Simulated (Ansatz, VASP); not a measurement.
# Two plane-wave programs on WS2

```
W S
1.0
     3.14632    0.00000    0.00000
    -1.57316    2.72479    0.00000
     0.00000    0.00000   12.70777
W S
2 4
Direct
  0.33333 0.66667 0.25000
  0.66667 0.33333 0.75000
  0.33333 0.66667 0.62664
  0.66667 0.33333 0.12664
  0.33333 0.66667 0.87336
  0.66667 0.33333 0.37336
```

Alike in both runs: functional PBEsol; k mesh 12 × 12 × 2; occupations gaussian, width 0.02 eV; no spin polarisation.

Ansatz relaxed the structure, and its values are those at the end. VASP's run is a single point on that final structure, the one shown.

|  | VASP | Ansatz |
| --- | --- | --- |
| version | VASP 6.6.1 | Ansatz 0.2.0 |
| potentials or method | VASP PAW PBE potentials, release 64 (W_sv, S), cutoff 520 eV | scalar-relativistic, plane waves, PAW |
| valence electrons in the cell | 52 | 52 |

|  | VASP | Ansatz | Ansatz less VASP |
| --- | --- | --- | --- |
| gap on the k mesh at the Fermi level (eV) | 1.12 | 1.11 | -0.014 |
| least direct gap on the mesh (eV) | 1.87 | 1.87 | -0.003 |
| pressure (GPa) | 0.1 | 0.0 | -0.10 |
| rms of the force components (eV/Å) | 0.009 | 0.000 | -0.0090 |

VASP's potentials were made for PBE, not for PBEsol, and Ansatz warns of the same on its side. The functional is the same, so the differences come from potentials, cutoffs and numerics.

Spin-orbit coupling is off throughout.
